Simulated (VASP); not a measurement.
# ScInS3 (Pm-3m) in VASP: a series of runs

ScInS3 is run at these levels: PBE; tasks: single point, relaxation of cell and atoms.

Program: VASP 6.6.1. These are calculated values, not measurements. Logs are shortened: lines on timing, memory, paths and dates and some standing lists are left out, and cuts for length are marked.

## Step 1: The cell of the first run

It takes space group Pm-3m (No. 221, cubic). Conventional cell: a = 4.951 Å, b = 4.951 Å, c = 4.951 Å, α = 90.00°, β = 90.00°, γ = 90.00°. Sc (site symmetry m-3m) has 12 S at 3.50 Å and 8 In at 4.29 Å within 4.6 Å. In (site symmetry m-3m) has 6 S at 2.48 Å within 3.3 Å. S (site symmetry 4/mmm) has 2 In at 2.48 Å within 3.3 Å.

The cell was generated, and may not be a known phase.

## Step 2: Single point, PBE

INCAR

```
SYSTEM = ScInS3
PREC     = Accurate       ! precision mode
ENCUT    = 520            ! plane-wave cutoff, eV
EDIFF    = 1E-6           ! SCF threshold, eV
ISMEAR   = 0              ! smearing method
SIGMA    = 0.1            ! smearing width, eV
LREAL    = .FALSE.        ! projectors in reciprocal space
LASPH    = .TRUE.         ! aspherical terms in the spheres
NELM     = 100            ! most SCF steps
ALGO     = Normal         ! electronic algorithm
ISIF     = 2              ! what is computed and relaxed
LWAVE    = .FALSE.        ! write WAVECAR
LCHARG   = .FALSE.        ! write CHGCAR
GGA      = PE             ! functional
NBANDS   = 29             ! bands
```

KPOINTS

```
Automatic mesh
0
G
  4 4 4
  0 0 0
```

POSCAR

```
ScInS3
1.0
    4.9512318100      0.0000000000      0.0000000000
    0.0000000000      4.9512318100      0.0000000000
    0.0000000000      0.0000000000      4.9512318100
Sc In S
1 1 3
Direct
    0.0000000000      0.0000000000      0.0000000000
    0.5000000000      0.5000000000      0.5000000000
    0.0000000000      0.5000000000      0.5000000000
    0.5000000000      0.0000000000      0.5000000000
    0.5000000000      0.5000000000      0.0000000000
```

Potentials or basis: VASP PAW PBE potentials, release 64 (Sc_sv, In_d, S).

Command:

```bash
> cat potpaw_PBE.64/Sc_sv/POTCAR potpaw_PBE.64/In_d/POTCAR potpaw_PBE.64/S/POTCAR > POTCAR
> mpirun -np 1 vasp_std > vasp.out
```

OUTCAR:

```text
SYSTEM = ScInS3
   PREC = Accurate
   ENCUT = 520
   EDIFF = 1E-6
   ISMEAR = 0
   LREAL = .FALSE.
   LASPH = .TRUE.
   NELM = 100
   ISIF = 2
   GGA = PE

 ion  position               nearest neighbor table
   1  0.000  0.000  0.000-
   2  0.500  0.500  0.500-   3 2.48   4 2.48   5 2.48   5 2.48   4 2.48   3 2.48
   3  0.000  0.500  0.500-   2 2.48   2 2.48
   4  0.500  0.000  0.500-   2 2.48   2 2.48
   5  0.500  0.500  0.000-   2 2.48   2 2.48

  LATTYP: Found a simple cubic cell.
 ALAT       =     4.9512318100

  Lattice vectors:

 A1 = (   4.9512318100,   0.0000000000,   0.0000000000)
 A2 = (   0.0000000000,   4.9512318100,   0.0000000000)
 A3 = (   0.0000000000,   0.0000000000,   4.9512318100)

Analysis of symmetry for initial positions (statically):
=====================================================================
 Subroutine PRICEL returns:
 Original cell was already a primitive cell.

 Routine SETGRP: Setting up the symmetry group for a
 simple cubic supercell.

 Subroutine GETGRP returns: Found 48 space group operations
 (whereof 48 operations were pure point group operations)
 out of a pool of 48 trial point group operations.

The static configuration has the point symmetry O_h .

Analysis of symmetry for dynamics (positions and initial velocities):
=====================================================================
 Subroutine PRICEL returns:
 Original cell was already a primitive cell.

 Routine SETGRP: Setting up the symmetry group for a
 simple cubic supercell.

 Subroutine GETGRP returns: Found 48 space group operations
 (whereof 48 operations were pure point group operations)
 out of a pool of 48 trial point group operations.

The dynamic configuration has the point symmetry O_h .

 Subroutine INISYM returns: Found 48 space group operations
 (whereof 48 operations are pure point group operations),
 and found     1 'primitive' translations

----------------------------------------------------------------------------------------

                                     Primitive cell

  volume of cell :     121.3779

  direct lattice vectors                    reciprocal lattice vectors
     4.951231810  0.000000000  0.000000000     0.201969942  0.000000000  0.000000000
     0.000000000  4.951231810  0.000000000     0.000000000  0.201969942  0.000000000
     0.000000000  0.000000000  4.951231810     0.000000000  0.000000000  0.201969942
[... 75 lines left out ...]
   EDIFF  = 0.1E-05   stopping-criterion for ELM
   LREAL  =      F    real-space projection
   EDIFFG = 0.1E-04   stopping-criterion for IOM
   NSW    =      0    number of steps for IOM
   IBRION =     -1    ionic relax: 0-MD 1-quasi-New 2-CG
   NFREE  =      0    steps in history (QN), initial steepest desc. (CG)
   ISIF   =      2    stress and relaxation
   ISYM   =      2    0-nonsym 1-usesym 2-fastsym
   POTIM  = 0.5000    time-step for ionic-motion
   TEBEG  =    0.0;   TEEND  =   0.0 temperature during run
   PSTRESS=    0.0 pullay stress
   NELECT =      42.0000    total number of electrons
   NUPDOWN=      -1.0000    fix difference up-down
   EMIN   =  10.00;   EMAX   =-10.00  energy-range for DOS
   EFERMI =   0.00;   METHOD = LEGACY
   ISMEAR =     0;   SIGMA  =   0.10  broadening in eV -4-tet -1-fermi 0-gaus
   EFERMI_NEDOS =   21; number of points for ismear=-14 and -15
   IALGO  =     38    algorithm
   IMIX   =      4    mixing-type and parameters
     AMIX     =   0.40;   BMIX     =  1.00
     AMIX_MAG =   1.60;   BMIX_MAG =  1.00
  volume/ion in A,a.u.               =      24.28       163.82
  Fermi-wavevector in a.u.,A,eV,Ry     =   1.149330  2.171918 17.972738  1.320959
  Thomas-Fermi vector in A             =   2.286000
   LORBIT       =      0    0 simple, 1 ext, 2 COOP (PROOUT), +10 PAW based schemes
   GGA     = PE    functional components
   LHFCALC =     F    Hartree Fock is set to
   AEXX    =    0.0000 exact exchange contribution
   IVDW    =     0    specifies the selected vdW correction
   LEPSILON=     F    determine dielectric tensor
   LRPA    =     F    only Hartree local field effects (RPA)
 non-spin polarized calculation
 Gauss-broadening in eV      SIGMA  =   0.10
  energy-cutoff  :      520.00
  volume of cell :      121.38
 maximum number of plane-waves:      3328
 NGX is ok and might be reduce to    40
   NGX = 19   NGY = 19   NGZ = 19

 number of electron      42.0000004 magnetization

 Free energy of the ion-electron system (eV)
  ---------------------------------------------------
  ext. energy  EPLUGINS =         0.00000000
  ---------------------------------------------------
  free energy    TOTEN  =       -21.91171554 eV

  energy without entropy =      -21.90720292  energy(sigma->0) =      -21.90945923

 E-fermi :   4.2816     XC(G=0):  -9.3189

 val. band max:        4.2806788642   @ k =   0.5000   0.5000   0.5000
 cond. band min:       4.3429648200   @ k =   0.0000   0.0000   0.0000
 fundamental gap:      0.0622859558
 Fermi energy:         4.2816095921

 k-point     1 :       0.0000    0.0000    0.0000
  band No.  band energies     occupation
      1     -47.7559      2.00000
      2     -26.2769      2.00000
      3     -26.2769      2.00000
      4     -26.2769      2.00000
      5     -10.5337      2.00000
      6     -10.5337      2.00000
[... 309 lines left out ...]
     28       8.7003      0.00000
     29       8.7003      0.00000

------------------------ aborting loop because EDIFF is reached ----------------------------------------

  FORCE on cell =-STRESS in cart. coord.  units (eV):
  Direction    XX          YY          ZZ          XY          YZ          ZX
  --------------------------------------------------------------------------------------
  -------------------------------------------------------------------------------------
  Total       -0.4516750     -0.4516750     -0.4516750     -0.0000000      0.0000000     -0.0000000
  in kB       -5.9620673     -5.9620673     -5.9620673     -0.0000000      0.0000000     -0.0000000
  external PRESSURE =      -5.9620673 kB  Pullay stress =       0.0000000 kB

 VOLUME and BASIS-vectors are now :
 -----------------------------------------------------------------------------
  energy-cutoff  :      520.00
  volume of cell :      121.38
      direct lattice vectors                 reciprocal lattice vectors
     4.951231810  0.000000000  0.000000000     0.201969942  0.000000000  0.000000000
     0.000000000  4.951231810  0.000000000     0.000000000  0.201969942  0.000000000
     0.000000000  0.000000000  4.951231810     0.000000000  0.000000000  0.201969942

 POSITION                                       TOTAL-FORCE (eV/Angst)
 -----------------------------------------------------------------------------------
      0.00000      0.00000      0.00000         0.000000      0.000000      0.000000
      2.47562      2.47562      2.47562         0.000000      0.000000      0.000000
      0.00000      2.47562      2.47562         0.000000      0.000000      0.000000
      2.47562      0.00000      2.47562         0.000000      0.000000      0.000000
      2.47562      2.47562      0.00000         0.000000      0.000000      0.000000
 -----------------------------------------------------------------------------------
    total drift:                               -0.000000      0.000000     -0.000000

  FREE ENERGIE OF THE ION-ELECTRON SYSTEM (eV)
  ---------------------------------------------------
  free  energy   TOTEN  =       -21.9117155431 eV

  energy  without entropy=      -21.9072029167  energy(sigma->0) =      -21.90945923
```

OSZICAR:

```text
N       E                     dE             d eps       ncg     rms          rms(c)
DAV:   1     0.425220159310E+03    0.42522E+03   -0.18436E+04   580   0.150E+03
DAV:   2     0.364440953577E+02   -0.38878E+03   -0.38005E+03   580   0.436E+02
DAV:   3    -0.242951314434E+02   -0.60739E+02   -0.57804E+02   822   0.158E+02
[... 12 lines left out ...]
DAV:  16    -0.219117162106E+02    0.61475E-04   -0.35817E-04   829   0.110E-01    0.175E-02
DAV:  17    -0.219117321609E+02   -0.15950E-04   -0.91763E-05   801   0.521E-02    0.346E-02
DAV:  18    -0.219117157564E+02    0.16404E-04   -0.33944E-05   807   0.477E-02    0.112E-02
DAV:  19    -0.219117146940E+02    0.10624E-05   -0.81753E-06   583   0.161E-02    0.545E-03
DAV:  20    -0.219117155431E+02   -0.84908E-06   -0.13910E-06   386   0.787E-03
   1 F= -.21911716E+02 E0= -.21909459E+02  d E =-.451263E-02
```

Wall time 72 s (1 thread of Intel Xeon 8259CL, shared host); peak memory 0.26 GiB.

Results:

| Quantity | Value |
| --- | --- |
| Free energy | -21.9117 eV |
| Pressure | -0.6 GPa |
| Band gap on the k mesh | zero (bands 21 and 22 overlap by 0.98 eV) |

Levels at points of the mesh, in eV from the Fermi level:
```tsv
k point	band 19	band 20	band 21	band 22	band 23	band 24
(0.00, 0.00, 0.00)	-1.01	-0.98	-0.98	-0.98	0.06	0.06
(0.50, 0.00, 0.00)	-1.87	-1.32	-1.32	0.22	0.34	0.89
(0.50, 0.50, 0.00)	-2.11	-0.37	-0.31	0.32	0.39	0.88
(0.50, 0.50, 0.50)	0.00	0.00	0.00	0.29	0.29	0.29
```

Caveat: spin-orbit coupling is left out, which moves the levels of the heavy elements.

## Step 3: Single point, PBE

This run uses another cell than the first one, of 24.04 Å³/atom.

INCAR

```
SYSTEM = ScInS3
PREC = Accurate
ENCUT = 520
EDIFF = 1E-6
ISMEAR = 0
SIGMA = 0.1
LREAL = .False.
LASPH = .True.
NELM = 80
ALGO = Normal
ISIF = 2
LWAVE = .False.
LCHARG = .False.
GGA = PE
NBANDS = 29
```

KPOINTS

```
Automatic mesh
0
Gamma
  8 8 8
  0 0 0
```

POSCAR: that of step 2 with these lines changed.

```diff
@@ -2,5 +2,5 @@
 1.0
-    4.9512318100      0.0000000000      0.0000000000
-    0.0000000000      4.9512318100      0.0000000000
-    0.0000000000      0.0000000000      4.9512318100
+    4.9352670902      0.0000000000      0.0000000000
+    0.0000000000      4.9352670902      0.0000000000
+    0.0000000000      0.0000000000      4.9352670902
 Sc In S
```

Potentials or basis: VASP PAW PBE potentials, release 64 (Sc_sv, In_d, S).

Command:

```bash
> cat potpaw_PBE.64/Sc_sv/POTCAR potpaw_PBE.64/In_d/POTCAR potpaw_PBE.64/S/POTCAR > POTCAR
> mpirun -np 1 vasp_std > vasp.out
```

It took 2.8 min on 1 thread of Intel Xeon 8259CL, shared host; peak memory 0.31 GiB.

Results (log left out):

| Quantity | Value |
| --- | --- |
| Free energy | -21.9146 eV |
| Pressure | 0.0 GPa |
| Band gap on the k mesh | zero (bands 21 and 22 overlap by 0.98 eV) |

Levels at points of the mesh, in eV from the Fermi level:
```tsv
k point	band 17	band 18	band 19	band 20	band 21	band 22	band 23	band 24	band 25	band 26
(0.00, 0.00, 0.00)	-1.06	-1.06	-0.82	-0.82	-0.82	-0.81	0.24	0.24	0.36	0.36
(0.50, 0.00, 0.00)	-1.95	-1.73	-1.73	-1.16	-1.16	0.40	0.52	1.08	1.14	1.14
(0.50, 0.50, 0.00)	-2.10	-1.97	-1.97	-0.21	-0.11	0.49	0.57	1.07	1.15	1.15
(0.50, 0.50, 0.50)	-0.08	-0.08	0.17	0.17	0.17	0.47	0.47	0.47	0.61	0.61
```

Caveat: spin-orbit coupling is left out, which moves the levels of the heavy elements.

## Step 4: Single point, PBE, collinear spin

INCAR

```
SYSTEM = ScInS3
ALGO     = Normal         ! electronic algorithm
EDIFF    = 1E-6           ! SCF threshold, eV
ENCUT    = 520            ! plane-wave cutoff, eV
GGA      = PE             ! functional
ISIF     = 2              ! what is computed and relaxed
ISMEAR   = 0              ! smearing method
ISPIN    = 2              ! spin polarisation
LASPH    = .TRUE.         ! aspherical terms in the spheres
LCHARG   = .FALSE.        ! write CHGCAR
LMAXMIX  = 4              ! l up to which the mixer works
LORBIT   = 11             ! projections on sites
LREAL    = .FALSE.        ! projectors in reciprocal space
LWAVE    = .FALSE.        ! write WAVECAR
MAGMOM   = 1 0 0 0 0      ! initial moments
NBANDS   = 33             ! bands
NELM     = 150            ! most SCF steps
PREC     = Accurate       ! precision mode
SIGMA    = 0.1            ! smearing width, eV
```

KPOINTS

```
k-points
0
G
  4 4 4
  0 0 0
```

POSCAR: that of step 3 with these lines changed.

```diff
@@ -2,5 +2,5 @@
 1.0
-    4.9352670902      0.0000000000      0.0000000000
-    0.0000000000      4.9352670902      0.0000000000
-    0.0000000000      0.0000000000      4.9352670902
+    4.9512318100      0.0000000000      0.0000000000
+    0.0000000000      4.9512318100      0.0000000000
+    0.0000000000      0.0000000000      4.9512318100
 Sc In S
```

Command:

```bash
> cat potpaw_PBE.64/Sc_sv/POTCAR potpaw_PBE.64/In_d/POTCAR potpaw_PBE.64/S/POTCAR > POTCAR
> mpirun -np 1 vasp_std > vasp.out
```

It took 2.5 min on 1 thread of Intel Xeon 8259CL, shared host; peak memory 0.32 GiB.

It converged, with:

- Free energy: -21.9117 eV
- Pressure: -0.7 GPa
- Band gap on the k mesh: zero (filled and empty bands overlap)
- Net moment: 0.00 μB per cell
- Valence electrons inside the program's atomic spheres: Sc 8.87; In 11.50; S 3.72

Levels at points of the mesh, in eV from the Fermi level:
Spin up:
```csv
k point,band 19,band 20,band 21,band 22,band 23,band 24
"(0.00, 0.00, 0.00)",-1.01,-0.98,-0.98,-0.98,0.06,0.06
"(0.50, 0.00, 0.00)",-1.87,-1.32,-1.32,0.23,0.34,0.89
"(0.50, 0.50, 0.00)",-2.11,-0.37,-0.31,0.32,0.39,0.89
"(0.50, 0.50, 0.50)",0.00,0.00,0.00,0.29,0.29,0.29
```
Spin down:
| k point | band 18 | band 19 | band 20 | band 21 | band 22 | band 23 | band 24 | band 25 |
| --- | --- | --- | --- | --- | --- | --- | --- | --- |
| (0.00, 0.00, 0.00) | -1.22 | -1.01 | -0.98 | -0.98 | -0.98 | 0.06 | 0.06 | 0.19 |
| (0.50, 0.00, 0.00) | -1.87 | -1.87 | -1.32 | -1.32 | 0.23 | 0.34 | 0.89 | 0.96 |
| (0.50, 0.50, 0.00) | -2.11 | -2.11 | -0.37 | -0.31 | 0.32 | 0.39 | 0.89 | 0.96 |
| (0.50, 0.50, 0.50) | -0.27 | 0.00 | 0.00 | 0.00 | 0.29 | 0.29 | 0.29 | 0.43 |

Caveat: spin-orbit coupling is left out, which moves the levels of the heavy elements.

## Step 5: Relaxation of cell and atoms, PBE

INCAR

```
  ALGO = Normal
  EDIFF = 1E-7
  EDIFFG = -0.01
  ENCUT = 600
  GGA = PE
  IBRION = 2
  ISIF = 3
  ISMEAR = 0
  LASPH = True
  LCHARG = False
  LREAL = False
  LWAVE = False
  NELM = 80
  NSW = 100
  PREC = Accurate
  SIGMA = 0.1
```

KPOINTS

```
k-points
0
Gamma
  8 8 8
```

POSCAR is that of step 4.

Command:

```bash
> cat potpaw_PBE.64/Sc_sv/POTCAR potpaw_PBE.64/In_d/POTCAR potpaw_PBE.64/S/POTCAR > POTCAR
> mpirun -np 1 vasp_std > vasp.out
```

It took 7.4 min on 1 thread of Intel Xeon 8259CL, shared host; peak memory 0.35 GiB.

The run converged. Its results:

| Quantity | Value |
| --- | --- |
| Free energy | -21.9149 eV |
| Relaxed volume | 24.05 Å³/atom |
| Relaxed cell | a = 4.936 Å, b = 4.936 Å, c = 4.936 Å, α = 90.00°, β = 90.00°, γ = 90.00° |
| Space group after relaxing (to 0.1 Å) | Pm-3m (No. 221) |
| Energy gained by relaxing | 0.4 meV/atom |
| Ionic steps | 3 |
| Pressure after relaxing | 0.0 GPa |
| Band gap on the k mesh | zero (bands 21 and 22 overlap by 0.98 eV) |

Step by step:
| step | energy change (eV) | largest force (eV/Å) | pressure (GPa) | volume (Å³) |
| --- | --- | --- | --- | --- |
| 1 | 0.0000 | 0.0000 | -0.59 | 121.38 |
| 2 | -0.0018 | 0.0000 | 0.24 | 119.82 |
| 3 | -0.0021 | 0.0000 | 0.00 | 120.25 |

Final structure:
```
Sc In S
1.0
     4.93584    0.00000    0.00000
     0.00000    4.93584    0.00000
     0.00000    0.00000    4.93584
Sc In S
1 1 3
Direct
  0.00000 0.00000 0.00000
  0.50000 0.50000 0.50000
  0.00000 0.50000 0.50000
  0.50000 0.00000 0.50000
  0.50000 0.50000 0.00000
```

Levels at points of the mesh, in eV from the Fermi level:
| k point | band 18 | band 19 | band 20 | band 21 | band 22 | band 23 | band 24 | band 25 |
| --- | --- | --- | --- | --- | --- | --- | --- | --- |
| (0.00, 0.00, 0.00) | -1.06 | -0.82 | -0.82 | -0.82 | -0.81 | 0.23 | 0.23 | 0.36 |
| (0.50, 0.00, 0.00) | -1.72 | -1.72 | -1.16 | -1.16 | 0.40 | 0.52 | 1.08 | 1.14 |
| (0.50, 0.50, 0.00) | -1.96 | -1.96 | -0.21 | -0.12 | 0.49 | 0.57 | 1.07 | 1.14 |
| (0.50, 0.50, 0.50) | -0.08 | 0.17 | 0.17 | 0.17 | 0.47 | 0.47 | 0.47 | 0.61 |

Caveat: spin-orbit coupling is left out, which moves the levels of the heavy elements.

## Step 6: Summary

```tsv
task	spin	cell	k mesh	cutoff (eV)	gap on the mesh (eV)	pressure (GPa)
single point	off	a = 4.951 Å, 5 atoms	4 × 4 × 4	520	none	-0.6
single point	off	a = 4.935 Å, 5 atoms	8 × 8 × 8	520	none	0.0
single point	collinear	a = 4.951 Å, 5 atoms	4 × 4 × 4	520	none	-0.7
relaxation of cell and atoms	off	relaxed from a = 4.951 Å, 5 atoms	8 × 8 × 8	600	none	0.0
```

Alike in all rows: level PBE; potentials or basis VASP PAW PBE potentials, release 64 (Sc_sv, In_d, S); smearing gaussian 0.1 eV.

Caveats: spin-orbit coupling is left out, which moves the levels of the heavy elements.

Total energies depend on the potentials used, so only differences within one code and one set of settings carry meaning.

The gap in the log of VASP goes by the Fermi energy; the results here count the filled bands.